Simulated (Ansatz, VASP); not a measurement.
Ca4Zn3: VASP beside Ansatz

```
CELL_PARAMETERS angstrom
6.68728 0.00000 0.00000
-3.34364 5.79135 0.00000
0.00000 0.00000 5.47827
ATOMIC_POSITIONS crystal
Ca 0.00000 0.00000 0.50000
Ca 0.50000 0.00000 0.00000
Ca 0.00000 0.50000 0.00000
Ca 0.50000 0.50000 0.00000
Zn 0.33333 0.66667 0.50000
Zn 0.66667 0.33333 0.50000
Zn 0.00000 0.00000 0.00000
```

Alike in both runs: functional PBE; k mesh 6 × 6 × 4; occupations gaussian, width 0.1 eV; no spin polarisation.

Ansatz relaxed the structure, and its values are those at the end. VASP's run is a single point on that final structure, the one shown.

```csv
,VASP,Ansatz
version,VASP 6.6.1,Ansatz 0.2.0
potentials or method,"VASP PAW PBE potentials, release 64 (Ca_sv, Zn), cutoff 520 eV","scalar-relativistic, plane waves, PAW"
valence electrons in the cell,76,76
```

```tsv
	VASP	Ansatz	Ansatz less VASP
gap on the k mesh at the Fermi level (eV)	none	none	-
pressure (GPa)	0.0	0.0	-0.05
```

A gap of «none» marks a metal or a gap that the smearing closes.
